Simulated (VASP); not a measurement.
A run of VASP 6.6.1:

File INCAR:

```
PREC     = Accurate       # precision mode
ENCUT    = 600            # plane-wave cutoff, eV
EDIFF    = 1E-6           # SCF threshold, eV
ISMEAR   = 0              # smearing method
SIGMA    = 0.02           # smearing width, eV
LREAL    = F              # projectors in reciprocal space
LASPH    = T              # aspherical terms in the spheres
NELM     = 120            # most SCF steps
ALGO     = Normal         # electronic algorithm
ISIF     = 2              # what is computed and relaxed
LWAVE    = F              # write WAVECAR
LCHARG   = T              # write CHGCAR
LELF     = T              # ELF
LVHAR    = T            
NBANDS   = 11             # bands
GGA_COMPAT= F
```

Contents of KPOINTS:

```
regular mesh
0
Gamma
  10 10 10
```

File POSCAR:

```
SiC
1.0
    0.0000000000      2.1645334607      2.1645334607
    2.1645334607      0.0000000000      2.1645334607
    2.1645334607      2.1645334607      0.0000000000
Si C
1 1
Direct
    0.0000000000      0.0000000000      0.0000000000
    0.2500000000      0.2500000000      0.2500000000
```

Potentials or basis: VASP PAW LDA potentials, release 64 (Si, C).

Run with:

```bash
$ cat potpaw_LDA.64/Si/POTCAR potpaw_LDA.64/C/POTCAR > POTCAR
$ mpirun -np 1 vasp_std > vasp.out
```

Hardware: 1 thread of Intel Xeon 6975P-C (shared host).

Q: Estimate the wall time of this run.

A: It took 6.4 s on 1 thread of Intel Xeon 6975P-C (shared host), peak memory 0.13 GiB. Counts: scf iterations 11, k points 47.
